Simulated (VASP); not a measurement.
# KCaInWO6 (Cm) in VASP: single point with PBEsol

Aim: the single point of KCaInWO6 with PBEsol.

Program: VASP 6.6.1. These are calculated values, not measurements. Logs are shortened: lines on timing, memory, paths and dates and some standing lists are left out, and cuts for length are marked.

### Step 1. The cell of the first run

The structure is monoclinic, space group Cm (No. 8). The conventional cell has a = 9.669 Å, b = 5.686 Å, c = 5.644 Å, α = 90.00°, β = 125.07°, γ = 90.00°. K (site symmetry m) has 12 O at 2.52 to 3.13 Å and 4 W at 3.42 to 3.47 Å and 4 In at 3.45 to 3.47 Å within 3.5 Å. Within 3.6 Å of Ca (site symmetry m) lie 12 O at 2.37 to 3.28 Å and 4 W at 3.32 to 3.58 Å and 4 In at 3.36 to 3.51 Å. In (site symmetry m) has 6 O at 2.14 to 2.16 Å within 2.8 Å. W (site symmetry m) has 6 O at 1.88 to 1.95 Å within 2.5 Å. O (site symmetry 1) has 1 W at 1.92 Å and 1 In at 2.16 Å and 1 Ca at 2.43 Å within 2.5 Å. O (site symmetry 1) has 1 W at 1.93 Å and 1 In at 2.14 Å and 1 Ca at 2.40 Å and 5 O at 2.53 to 2.90 Å and 1 K at 2.65 Å within 2.9 Å. O (site symmetry m) has 1 W at 1.88 Å and 1 In at 2.15 Å and 1 K at 2.52 Å and 6 O at 2.62 to 2.90 Å and 2 Ca at 2.88 Å within 2.9 Å. Within 3.5 Å of O (site symmetry m) lie 1 W at 1.95 Å and 1 In at 2.16 Å and 2 Ca at 2.37 to 3.28 Å and 10 O at 2.68 to 3.43 Å and 2 K at 2.91 Å.

### Step 2. Single point, PBEsol (atoms displaced along a vibrational mode, then relaxed in part)

The input, INCAR:

```
SYSTEM = KCaInWO6
ALGO = Normal
EDIFF = 1E-6
ENCUT = 520
GGA = PS
ISIF = 2
ISMEAR = 0
LASPH = .True.
LCHARG = .True.
LELF = .True.
LREAL = .False.
LVHAR = .True.
LWAVE = .False.
NBANDS = 52
NELM = 80
PREC = Accurate
SIGMA = 0.05
```

The input, KPOINTS:

```
k-points
0
Gamma
  6 6 6
  0 0 0
```

The input, POSCAR:

```
KCaInWO6
1.0
    0.0008641440      4.0211400024      3.9723940144
    4.0211400024      0.0008641440      3.9723940144
    3.9907900390      3.9907900390      0.0312141073
K Ca In W O
1 1 1 1 6
Direct
    0.7512849221      0.7512849221      0.7517760841
    0.2508116094      0.2508116094      0.2259650890
    0.0037746809      0.0037746809     -0.0065470664
    0.5014959946      0.5014959946      0.4992000276
    0.7955270955      0.2892368431      0.2409858404
    0.2302734481      0.6756752980      0.7982542425
    0.7347254069      0.7347254069      0.3233716297
    0.2671947014      0.2671947014      0.6277540702
    0.2892368431      0.7955270955      0.2409858404
    0.6756752980      0.2302734481      0.7982542425
```

Potentials or basis: VASP PAW PBE potentials, release 64 (K_sv, Ca_sv, In_d, W_sv, O).

Command:

```bash
$ cat potpaw_PBE.64/K_sv/POTCAR potpaw_PBE.64/Ca_sv/POTCAR potpaw_PBE.64/In_d/POTCAR potpaw_PBE.64/W_sv/POTCAR potpaw_PBE.64/O/POTCAR > POTCAR
$ mpirun -np 1 vasp_std > vasp.out
```

OUTCAR:

```text
SYSTEM = KCaInWO6
   EDIFF = 1E-6
   ENCUT = 520
   GGA = PS
   ISIF = 2
   ISMEAR = 0
   LASPH = .True.
   LREAL = .False.
   NELM = 80
   PREC = Accurate

 ion  position               nearest neighbor table
   1  0.751  0.751  0.752-   7 2.52   6 2.65  10 2.65   9 2.69   5 2.69   4 3.42   3 3.45   3 3.45
                             3 3.45   4 3.46   4 3.46   3 3.47   4 3.47
   2  0.251  0.251  0.226-   8 2.37   6 2.40  10 2.40   9 2.43   5 2.43   4 3.32   3 3.36   3 3.48
                             3 3.48   3 3.51
   3  0.004  0.004  0.993-   6 2.14  10 2.14   7 2.15   8 2.16   9 2.16   5 2.16   2 3.36   1 3.45
                             1 3.45   1 3.45   1 3.47   2 3.48   2 3.48   2 3.51
   4  0.501  0.501  0.499-   7 1.88   5 1.92   9 1.92   6 1.93  10 1.93   8 1.95   2 3.32   1 3.42
                             1 3.46   1 3.46   1 3.47
   5  0.796  0.289  0.241-   4 1.92   3 2.16   2 2.43   1 2.69
   6  0.230  0.676  0.798-   4 1.93   3 2.14   2 2.40   1 2.65
   7  0.735  0.735  0.323-   4 1.88   3 2.15   1 2.52
   8  0.267  0.267  0.628-   4 1.95   3 2.16   2 2.37
   9  0.289  0.796  0.241-   4 1.92   3 2.16   2 2.43   1 2.69
  10  0.676  0.230  0.798-   4 1.93   3 2.14   2 2.40   1 2.65

  LATTYP: Found a base centered monoclinic cell.
 ALAT       =     9.6689233815
 B/A-ratio  =     0.5880208601
 C/A-ratio  =     0.5837170791
 COS(beta)  =    -0.5746251295

  Lattice vectors:

 A1 = (  -3.9899258950,   0.0303499634,   3.9411799071)
 A2 = (   0.0303499634,  -3.9899258950,   3.9411799071)
 A3 = (   3.9907900390,   3.9907900390,   0.0312141073)

Analysis of symmetry for initial positions (statically):
=====================================================================
 Subroutine PRICEL returns:
 Original cell was already a primitive cell.

 Routine SETGRP: Setting up the symmetry group for a
 base centered monoclinic supercell.

 Subroutine GETGRP returns: Found  2 space group operations
 (whereof  2 operations were pure point group operations)
 out of a pool of  4 trial point group operations.

The static configuration has the point symmetry C_1h.

Analysis of symmetry for dynamics (positions and initial velocities):
=====================================================================
 Subroutine PRICEL returns:
 Original cell was already a primitive cell.

 Routine SETGRP: Setting up the symmetry group for a
 base centered monoclinic supercell.

 Subroutine GETGRP returns: Found  2 space group operations
 (whereof  2 operations were pure point group operations)
 out of a pool of  4 trial point group operations.

The dynamic configuration has the point symmetry C_1h.

 Subroutine INISYM returns: Found  2 space group operations
 (whereof  2 operations are pure point group operations),
 and found     1 'primitive' translations

----------------------------------------------------------------------------------------

                                     Primitive cell

  volume of cell :     126.9621

  direct lattice vectors                    reciprocal lattice vectors
     0.000864144  4.021140002  3.972394014    -0.124863775  0.123875375  0.126369054
     4.021140002  0.000864144  3.972394014     0.123875375 -0.124863775  0.126369054
     3.990790039  3.990790039  0.031214107     0.125786541  0.125786541 -0.127357454

  length of vectors
     5.652387272  5.652387272  5.643915714     0.216576104  0.216576104  0.218779407

  position of ions in fractional coordinates (direct lattice)
     0.751284922  0.751284922  0.751776084
     0.250811609  0.250811609  0.225965089
     0.003774681  0.003774681  0.993452934
     0.501495995  0.501495995  0.499200028
     0.795527095  0.289236843  0.240985840
     0.230273448  0.675675298  0.798254243
     0.734725407  0.734725407  0.323371630
     0.267194701  0.267194701  0.627754070
     0.289236843  0.795527095  0.240985840
     0.675675298  0.230273448  0.798254243

  ion indices of the primitive-cell ions
   primitive index   ion index
                 1           1
                 2           2
                 3           3
                 4           4
                 5           5
                 6           6
                 7           7
                 8           8
                 9           9
                10          10

----------------------------------------------------------------------------------------

 KPOINTS: k-points

Automatic generation of k-mesh.
 Grid dimensions read from file:
 generate k-points for:    6    6    6

 Generating k-lattice:

  Cartesian coordinates                     Fractional coordinates (reciprocal lattice)
    -0.020810629  0.020645896  0.021061509     0.166666667  0.000000000  0.000000000
     0.020645896 -0.020810629  0.021061509     0.000000000  0.166666667  0.000000000
     0.020964423  0.020964423 -0.021226242     0.000000000  0.000000000  0.166666667

  Length of vectors
     0.036096017  0.036096017  0.036463235

  Shift w.r.t. Gamma in fractional coordinates (k-lattice)
     0.000000000  0.000000000  0.000000000

 Subroutine IBZKPT returns following result:
 ===========================================

 Found     68 irreducible k-points:

 Following reciprocal coordinates:
            Coordinates               Weight
  0.000000  0.000000  0.000000      1.000000
  0.166667  0.000000 -0.000000      4.000000
  0.333333  0.000000 -0.000000      4.000000
  0.500000  0.000000 -0.000000      2.000000
  0.166667  0.166667  0.000000      2.000000
  0.333333  0.166667 -0.000000      4.000000
[... 16 lines left out ...]
 -0.333333  0.166667  0.166667      4.000000
 -0.166667  0.166667  0.166667      4.000000
 [... further k-points ...]
   k-points           NKPTS =     68   k-points in BZ     NKDIM =     68   number of bands    NBANDS=     52
   number of dos      NEDOS =    301   number of ions     NIONS =     10
   total plane-waves  NPLWV =  74088
   dimension x,y,z NGX =    42 NGY =   42 NGZ =   42
   dimension x,y,z NGXF=    84 NGYF=   84 NGZF=   84
   ions per type =               1   1   1   1   6
   NGX,Y,Z   is equivalent  to a cutoff of  12.35, 12.35, 12.37 a.u.
   NGXF,Y,Z  is equivalent  to a cutoff of  24.71, 24.71, 24.74 a.u.
 SYSTEM =  KCaInWO6
   PREC   = accura    normal or accurate (medium, high low for compatibility)
   ISTART =      0    job   : 0-new  1-cont  2-samecut
   ICHARG =      2    charge: 1-file 2-atom 10-const
   ISPIN  =      1    spin polarized calculation?
   LNONCOLLINEAR =      F non collinear calculations
   LSORBIT =      F    spin-orbit coupling
   LASPH  =      T    aspherical Exc in radial PAW
   ENCUT  =  520.0 eV  38.22 Ry    6.18 a.u.  10.51 10.51 10.49*2*pi/ulx,y,z
   NELM   =     80;   NELMIN=  2; NELMDL= -5     # of ELM steps
   EDIFF  = 0.1E-05   stopping-criterion for ELM
   LREAL  =      F    real-space projection
   EDIFFG = 0.1E-04   stopping-criterion for IOM
   NSW    =      0    number of steps for IOM
   IBRION =     -1    ionic relax: 0-MD 1-quasi-New 2-CG
   NFREE  =      0    steps in history (QN), initial steepest desc. (CG)
   ISIF   =      2    stress and relaxation
   ISYM   =      2    0-nonsym 1-usesym 2-fastsym
   POTIM  = 0.5000    time-step for ionic-motion
   TEBEG  =    0.0;   TEEND  =   0.0 temperature during run
   PSTRESS=    0.0 pullay stress
   NELECT =      82.0000    total number of electrons
   NUPDOWN=      -1.0000    fix difference up-down
   EMIN   =  10.00;   EMAX   =-10.00  energy-range for DOS
   EFERMI =   0.00;   METHOD = LEGACY
   ISMEAR =     0;   SIGMA  =   0.05  broadening in eV -4-tet -1-fermi 0-gaus
   EFERMI_NEDOS =   21; number of points for ismear=-14 and -15
   IALGO  =     38    algorithm
   IMIX   =      4    mixing-type and parameters
     AMIX     =   0.40;   BMIX     =  1.00
     AMIX_MAG =   1.60;   BMIX_MAG =  1.00
  volume/ion in A,a.u.               =      12.70        85.68
  Fermi-wavevector in a.u.,A,eV,Ry     =   1.415103  2.674157 27.245899  2.002517
  Thomas-Fermi vector in A             =   2.536576
   LORBIT       =      0    0 simple, 1 ext, 2 COOP (PROOUT), +10 PAW based schemes
   GGA     = PS    functional components
   LHFCALC =     F    Hartree Fock is set to
   AEXX    =    0.0000 exact exchange contribution
   IVDW    =     0    specifies the selected vdW correction
   LEPSILON=     F    determine dielectric tensor
   LRPA    =     F    only Hartree local field effects (RPA)
 non-spin polarized calculation
 Gauss-broadening in eV      SIGMA  =   0.05
  energy-cutoff  :      520.00
  volume of cell :      126.96
 maximum number of plane-waves:      3447
   NGX = 21   NGY = 21   NGZ = 21

 number of electron      82.0000004 magnetization

 Free energy of the ion-electron system (eV)
  ---------------------------------------------------
  ext. energy  EPLUGINS =         0.00000000
  ---------------------------------------------------
  free energy    TOTEN  =       -73.70646276 eV

  energy without entropy =      -73.70646276  energy(sigma->0) =      -73.70646276

 E-fermi :   3.7214     XC(G=0): -11.1536

 val. band max:        3.3459730572   @ k =   0.5000   0.5000  -0.0000
 cond. band min:       6.3518979022   @ k =  -0.3333  -0.3333   0.3333
 fundamental gap:      3.0059248450
 Fermi energy:         3.7214453215

 k-point     1 :       0.0000    0.0000    0.0000
  band No.  band energies     occupation
      1     -71.0133      2.00000
      2     -35.2543      2.00000
      3     -35.2395      2.00000
      4     -35.2327      2.00000
      5     -34.7600      2.00000
      6     -23.4794      2.00000
[... 44 lines left out ...]
     51      11.5901      0.00000
     52      12.6767      0.00000

 k-point     2 :       0.1667    0.0000   -0.0000
  band No.  band energies     occupation
      1     -71.0133      2.00000
      2     -35.2546      2.00000
      3     -35.2398      2.00000
      4     -35.2327      2.00000
      5     -34.7595      2.00000
      6     -23.4785      2.00000
[... 44 lines left out ...]
     51      11.6424      0.00000
     52      12.2752      0.00000
[... 1153 lines left out ...]
     51      11.7411      0.00000
     52      11.9460      0.00000

 k-point    24 :      -0.1667    0.1667    0.1667
  band No.  band energies     occupation
      1     -71.0133      2.00000
      2     -35.2549      2.00000
      3     -35.2404      2.00000
      4     -35.2329      2.00000
      5     -34.7584      2.00000
      6     -23.4766      2.00000
[... 44 lines left out ...]
     51      11.5612      0.00000
     52      12.2753      0.00000

 [... further k-points ...]
[... 5 lines left out ...]
  --------------------------------------------------------------------------------------
  -------------------------------------------------------------------------------------
  Total        0.8604333      0.8604333      0.8741938      0.0268751     -0.0076499     -0.0076502
  in kB       10.8580992     10.8580992     11.0317473      0.3391461     -0.0965370     -0.0965407
  external PRESSURE =      10.9159819 kB  Pullay stress =       0.0000000 kB

 VOLUME and BASIS-vectors are now :
 -----------------------------------------------------------------------------
  energy-cutoff  :      520.00
  volume of cell :      126.96
      direct lattice vectors                 reciprocal lattice vectors
     0.000864144  4.021140002  3.972394014    -0.124863775  0.123875375  0.126369054
     4.021140002  0.000864144  3.972394014     0.123875375 -0.124863775  0.126369054
     3.990790039  3.990790039  0.031214107     0.125786541  0.125786541 -0.127357454

 POSITION                                       TOTAL-FORCE (eV/Angst)
 -----------------------------------------------------------------------------------
      6.02185      6.02185      5.99227         0.000168      0.000168     -0.001042
      1.91054      1.91054      1.99970         0.012250      0.012250     -0.005246
      3.97984      3.97984      0.06100         0.002985      0.002985     -0.000355
      4.00922      4.00922      3.99986         0.001060      0.001060     -0.080312
      2.12547      4.16090      4.31663        -0.157705      0.005825      0.018002
      5.90285      4.11221      3.62370         0.134133     -0.002321     -0.015827
      4.24558      4.24558      5.84733         0.021119      0.021119      0.196718
      3.57989      3.57989      2.14240        -0.017514     -0.017514     -0.114112
      4.16090      2.12547      4.31663         0.005825     -0.157705      0.018002
      4.11221      5.90285      3.62370        -0.002321      0.134133     -0.015827
 -----------------------------------------------------------------------------------
    total drift:                               -0.000521     -0.000521     -0.000094

  FREE ENERGIE OF THE ION-ELECTRON SYSTEM (eV)
  ---------------------------------------------------
  free  energy   TOTEN  =       -73.7064627639 eV

  energy  without entropy=      -73.7064627639  energy(sigma->0) =      -73.70646276
```

Run time: 15 min. Hardware: 1 thread of Intel Xeon 8259CL, shared host; peak memory 0.58 GiB.

Results:

```yaml
Free_energy: -73.7065 eV
Pressure: 1.1 GPa
Largest_force: 0.199 eV/Å
Band_gap_on_the_k_mesh: 3.01 eV
```

Forces on the atoms (eV/Å):
```
K    0.000  0.000 -0.001
Ca   0.012  0.012 -0.005
In   0.003  0.003  0.000
W    0.001  0.001 -0.080
O   -0.158  0.006  0.018
O    0.134 -0.002 -0.016
O    0.021  0.021  0.197
O   -0.018 -0.018 -0.114
O    0.006 -0.158  0.018
O   -0.002  0.134 -0.016
```

Caveat: the cell differs from its parent crystal (atoms displaced along a vibrational mode, then relaxed in part); the PAW data sets were made with another functional, which shifts forces and pressure a little; spin-orbit coupling is left out, which moves the levels of the heavy elements.
